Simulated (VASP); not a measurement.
# WC in VASP: further runs

WC is run at these levels: PBEsol; tasks: single point.

All numbers are computed with VASP 6.6.1; they aren't measurements. Logs are shortened: lines on timing, memory, paths and dates and some standing lists are left out, and cuts for length are marked.

## (1) The cell of the first run

Symmetry: Fm-3m, No. 225, cubic system. Conventional cell: a = 4.385 Å, b = 4.385 Å, c = 4.385 Å, α = 90.00°, β = 90.00°, γ = 90.00°. Within 2.9 Å of W (site symmetry m-3m) lie 6 C at 2.19 Å. C (site symmetry m-3m) has 6 W at 2.19 Å within 2.9 Å.

## (2) Single point, PBEsol

Contents of INCAR:

```
SYSTEM = WC
  ALGO = Normal
  EDIFF = 1E-6
  ENCUT = 520
  GGA = PS
  ISIF = 2
  ISMEAR = -1
  LASPH = .TRUE.
  LCHARG = .FALSE.
  LREAL = .FALSE.
  LWAVE = .FALSE.
  NBANDS = 16
  NELM = 60
  PREC = Accurate
  SIGMA = 0.05
```

Contents of KPOINTS:

```
k-points
0
G
  8 8 8
  0 0 0
```

Contents of POSCAR:

```
WC
1.0
    0.0000000000      2.1926800000      2.1926800000
    2.1926800000      0.0000000000      2.1926800000
    2.1926800000      2.1926800000      0.0000000000
W C
1 1
Direct
    0.0000000000      0.0000000000      0.0000000000
    0.5000000000      0.5000000000      0.5000000000
```

Potentials or basis: VASP PAW PBE potentials, release 64 (W_sv, C).

Command:

```sh
cat potpaw_PBE.64/W_sv/POTCAR potpaw_PBE.64/C/POTCAR > POTCAR
mpirun -np 1 vasp_std > vasp.out
```

OUTCAR:

```text
SYSTEM = WC
   EDIFF = 1E-6
   ENCUT = 520
   GGA = PS
   ISIF = 2
   ISMEAR = -1
   LASPH = .TRUE.
   LREAL = .FALSE.
   NELM = 60
   PREC = Accurate

 ion  position               nearest neighbor table
   1  0.000  0.000  0.000-   2 2.19   2 2.19   2 2.19   2 2.19   2 2.19   2 2.19
   2  0.500  0.500  0.500-   1 2.19   1 2.19   1 2.19   1 2.19   1 2.19   1 2.19

  LATTYP: Found a face centered cubic cell.
 ALAT       =     4.3853600000

  Lattice vectors:

 A1 = (   0.0000000000,   2.1926800000,   2.1926800000)
 A2 = (   2.1926800000,   0.0000000000,   2.1926800000)
 A3 = (   2.1926800000,   2.1926800000,   0.0000000000)

Analysis of symmetry for initial positions (statically):
=====================================================================
 Subroutine PRICEL returns:
 Original cell was already a primitive cell.

 Routine SETGRP: Setting up the symmetry group for a
 face centered cubic supercell.

 Subroutine GETGRP returns: Found 48 space group operations
 (whereof 48 operations were pure point group operations)
 out of a pool of 48 trial point group operations.

The static configuration has the point symmetry O_h .

Analysis of symmetry for dynamics (positions and initial velocities):
=====================================================================
 Subroutine PRICEL returns:
 Original cell was already a primitive cell.

 Routine SETGRP: Setting up the symmetry group for a
 face centered cubic supercell.

 Subroutine GETGRP returns: Found 48 space group operations
 (whereof 48 operations were pure point group operations)
 out of a pool of 48 trial point group operations.

The dynamic configuration has the point symmetry O_h .

 Subroutine INISYM returns: Found 48 space group operations
 (whereof 48 operations are pure point group operations),
 and found     1 'primitive' translations

----------------------------------------------------------------------------------------

                                     Primitive cell

  volume of cell :      21.0841

  direct lattice vectors                    reciprocal lattice vectors
     0.000000000  2.192680000  2.192680000    -0.228031450  0.228031450  0.228031450
     2.192680000  0.000000000  2.192680000     0.228031450 -0.228031450  0.228031450
     2.192680000  2.192680000  0.000000000     0.228031450  0.228031450 -0.228031450

  length of vectors
     3.100917794  3.100917794  3.100917794     0.394962057  0.394962057  0.394962057

  position of ions in fractional coordinates (direct lattice)
     0.000000000  0.000000000  0.000000000
     0.500000000  0.500000000  0.500000000

  ion indices of the primitive-cell ions
   primitive index   ion index
                 1           1
                 2           2

----------------------------------------------------------------------------------------

 KPOINTS: k-points

Automatic generation of k-mesh.
 Grid dimensions read from file:
 generate k-points for:    8    8    8

 Generating k-lattice:

  Cartesian coordinates                     Fractional coordinates (reciprocal lattice)
    -0.028503931  0.028503931  0.028503931     0.125000000  0.000000000  0.000000000
     0.028503931 -0.028503931  0.028503931     0.000000000  0.125000000  0.000000000
     0.028503931  0.028503931 -0.028503931     0.000000000  0.000000000  0.125000000

  Length of vectors
     0.049370257  0.049370257  0.049370257

  Shift w.r.t. Gamma in fractional coordinates (k-lattice)
     0.000000000  0.000000000  0.000000000

 Subroutine IBZKPT returns following result:
 ===========================================

 Found     29 irreducible k-points:

 Following reciprocal coordinates:
            Coordinates               Weight
  0.000000  0.000000  0.000000      1.000000
  0.125000  0.000000  0.000000      8.000000
  0.250000  0.000000  0.000000      8.000000
  0.375000  0.000000  0.000000      8.000000
  0.500000  0.000000  0.000000      4.000000
  0.125000  0.125000  0.000000      6.000000
[... 16 lines left out ...]
  0.500000  0.250000  0.125000     48.000000
 -0.375000  0.250000  0.125000     24.000000
 [... further k-points ...]
   k-points           NKPTS =     29   k-points in BZ     NKDIM =     29   number of bands    NBANDS=     16
   number of dos      NEDOS =    301   number of ions     NIONS =      2
   total plane-waves  NPLWV =  13824
   dimension x,y,z NGX =    24 NGY =   24 NGZ =   24
   dimension x,y,z NGXF=    48 NGYF=   48 NGZF=   48
   ions per type =               1   1
   NGX,Y,Z   is equivalent  to a cutoff of  12.87, 12.87, 12.87 a.u.
   NGXF,Y,Z  is equivalent  to a cutoff of  25.73, 25.73, 25.73 a.u.
 SYSTEM =  WC
   PREC   = accura    normal or accurate (medium, high low for compatibility)
   ISTART =      0    job   : 0-new  1-cont  2-samecut
   ICHARG =      2    charge: 1-file 2-atom 10-const
   ISPIN  =      1    spin polarized calculation?
   LNONCOLLINEAR =      F non collinear calculations
   LSORBIT =      F    spin-orbit coupling
   LASPH  =      T    aspherical Exc in radial PAW
   ENCUT  =  520.0 eV  38.22 Ry    6.18 a.u.   5.77  5.77  5.77*2*pi/ulx,y,z
   NELM   =     60;   NELMIN=  2; NELMDL= -5     # of ELM steps
   EDIFF  = 0.1E-05   stopping-criterion for ELM
   LREAL  =      F    real-space projection
   EDIFFG = 0.1E-04   stopping-criterion for IOM
   NSW    =      0    number of steps for IOM
   IBRION =     -1    ionic relax: 0-MD 1-quasi-New 2-CG
   NFREE  =      0    steps in history (QN), initial steepest desc. (CG)
   ISIF   =      2    stress and relaxation
   ISYM   =      2    0-nonsym 1-usesym 2-fastsym
   POTIM  = 0.5000    time-step for ionic-motion
   TEBEG  =    0.0;   TEEND  =   0.0 temperature during run
   PSTRESS=    0.0 pullay stress
   NELECT =      18.0000    total number of electrons
   NUPDOWN=      -1.0000    fix difference up-down
   EMIN   =  10.00;   EMAX   =-10.00  energy-range for DOS
   EFERMI =   0.00;   METHOD = LEGACY
   ISMEAR =    -1;   SIGMA  =   0.05  broadening in eV -4-tet -1-fermi 0-gaus
   EFERMI_NEDOS =   21; number of points for ismear=-14 and -15
   IALGO  =     38    algorithm
   IMIX   =      4    mixing-type and parameters
     AMIX     =   0.40;   BMIX     =  1.00
     AMIX_MAG =   1.60;   BMIX_MAG =  1.00
  volume/ion in A,a.u.               =      10.54        71.14
  Fermi-wavevector in a.u.,A,eV,Ry     =   1.553032  2.934805 32.816007  2.411908
  Thomas-Fermi vector in A             =   2.657321
   LORBIT       =      0    0 simple, 1 ext, 2 COOP (PROOUT), +10 PAW based schemes
   GGA     = PS    functional components
   LHFCALC =     F    Hartree Fock is set to
   AEXX    =    0.0000 exact exchange contribution
   IVDW    =     0    specifies the selected vdW correction
   LEPSILON=     F    determine dielectric tensor
   LRPA    =     F    only Hartree local field effects (RPA)
 non-spin polarized calculation
  energy-cutoff  :      520.00
  volume of cell :       21.08
 maximum number of plane-waves:       588
   NGX = 11   NGY = 11   NGZ = 11

 number of electron      18.0000001 magnetization

 Free energy of the ion-electron system (eV)
  ---------------------------------------------------
  ext. energy  EPLUGINS =         0.00000000
  ---------------------------------------------------
  free energy    TOTEN  =       -22.97434093 eV

  energy without entropy =      -22.96116581  energy(sigma->0) =      -22.96775337

 E-fermi :  12.3775     XC(G=0): -13.8422

 val. band max:       12.3212213908   @ k =   0.5000   0.1250   0.0000
 cond. band min:      12.4158040447   @ k =  -0.2500   0.3750   0.1250
 fundamental gap:      0.0945826539
 Fermi energy:        12.3775151836

 k-point     1 :       0.0000    0.0000    0.0000
  band No.  band energies     occupation
      1     -63.1189      2.00000
      2     -27.1155      2.00000
      3     -27.1155      2.00000
      4     -27.1155      2.00000
      5      -3.5274      2.00000
      6       9.4912      2.00000
[... 8 lines left out ...]
     15      21.8771      0.00000
     16      35.4859      0.00000

 k-point     2 :       0.1250    0.0000    0.0000
  band No.  band energies     occupation
      1     -63.1135      2.00000
      2     -27.2054      2.00000
      3     -27.1252      2.00000
      4     -27.1252      2.00000
      5      -3.0930      2.00000
      6       8.2025      2.00000
[... 8 lines left out ...]
     15      22.8563      0.00000
     16      31.9990      0.00000

 k-point     3 :       0.2500    0.0000    0.0000
  band No.  band energies     occupation
      1     -63.1004      2.00000
      2     -27.4172      2.00000
      3     -27.1484      2.00000
      4     -27.1484      2.00000
      5      -1.9044      2.00000
      6       6.0506      2.00000
[... 8 lines left out ...]
     15      24.4429      0.00000
     16      29.2918      0.00000

 k-point     4 :       0.3750    0.0000    0.0000
  band No.  band energies     occupation
      1     -63.0874      2.00000
      2     -27.6219      2.00000
      3     -27.1716      2.00000
      4     -27.1716      2.00000
      5      -0.2555      2.00000
      6       3.9340      2.00000
[... 8 lines left out ...]
     15      25.4314      0.00000
     16      25.7108      0.00000
[... 324 lines left out ...]
 k-point    22 :       0.3750    0.2500    0.1250
  band No.  band energies     occupation
      1     -63.0906      2.00000
      2     -27.4611      2.00000
      3     -27.2604      2.00000
      4     -27.1827      2.00000
      5      -1.2321      2.00000
      6       4.9750      2.00000
[... 8 lines left out ...]
     15      25.1206      0.00000
     16      25.4911      0.00000

 k-point    23 :       0.5000    0.2500    0.1250
  band No.  band energies     occupation
      1     -63.0800      2.00000
      2     -27.5718      2.00000
      3     -27.3198      2.00000
      4     -27.2142      2.00000
      5      -0.2187      2.00000
      6       4.1509      2.00000
[... 8 lines left out ...]
     15      24.0045      0.00000
     16      25.2512      0.00000

 k-point    24 :      -0.3750    0.2500    0.1250
  band No.  band energies     occupation
      1     -63.0756      2.00000
      2     -27.6198      2.00000
      3     -27.3361      2.00000
      4     -27.2327      2.00000
      5       0.2876      2.00000
      6       3.7216      2.00000
[... 8 lines left out ...]
     15      24.3539      0.00000
     16      25.5521      0.00000

 [... further k-points ...]

------------------------ aborting loop because EDIFF is reached ----------------------------------------

  FORCE on cell =-STRESS in cart. coord.  units (eV):
  Direction    XX          YY          ZZ          XY          YZ          ZX
  --------------------------------------------------------------------------------------
  -------------------------------------------------------------------------------------
  Total       -1.1557322     -1.1557322     -1.1557322      0.0000000     -0.0000000      0.0000000
  in kB      -87.8237625    -87.8237625    -87.8237625      0.0000000     -0.0000000      0.0000000
  external PRESSURE =     -87.8237625 kB  Pullay stress =       0.0000000 kB

 VOLUME and BASIS-vectors are now :
 -----------------------------------------------------------------------------
  energy-cutoff  :      520.00
  volume of cell :       21.08
      direct lattice vectors                 reciprocal lattice vectors
     0.000000000  2.192680000  2.192680000    -0.228031450  0.228031450  0.228031450
     2.192680000  0.000000000  2.192680000     0.228031450 -0.228031450  0.228031450
     2.192680000  2.192680000  0.000000000     0.228031450  0.228031450 -0.228031450

 POSITION                                       TOTAL-FORCE (eV/Angst)
 -----------------------------------------------------------------------------------
      0.00000      0.00000      0.00000         0.000000      0.000000      0.000000
      2.19268      2.19268      2.19268         0.000000      0.000000      0.000000
 -----------------------------------------------------------------------------------
    total drift:                                0.000000     -0.000000     -0.000000

  FREE ENERGIE OF THE ION-ELECTRON SYSTEM (eV)
  ---------------------------------------------------
  free  energy   TOTEN  =       -22.9743409304 eV

  energy  without entropy=      -22.9611658117  energy(sigma->0) =      -22.96775337
```

Wall time 9 s (1 thread of Intel Xeon Platinum 8259CL at 2.50GHz (Skylake/Cascade Lake), shared host); peak memory 0.14 GiB.

Results:

```yaml
Free_energy: -22.9743 eV
Pressure: -8.8 GPa
Band_gap_on_the_k_mesh: zero (bands 9 and 10 overlap by 3.12 eV)
```

Caveat: the cell stands under tension; the PAW data sets were made with another functional, which shifts forces and pressure a little; spin-orbit coupling is left out, which moves the levels of the heavy elements.

(Part 1 of 2 ends here.)
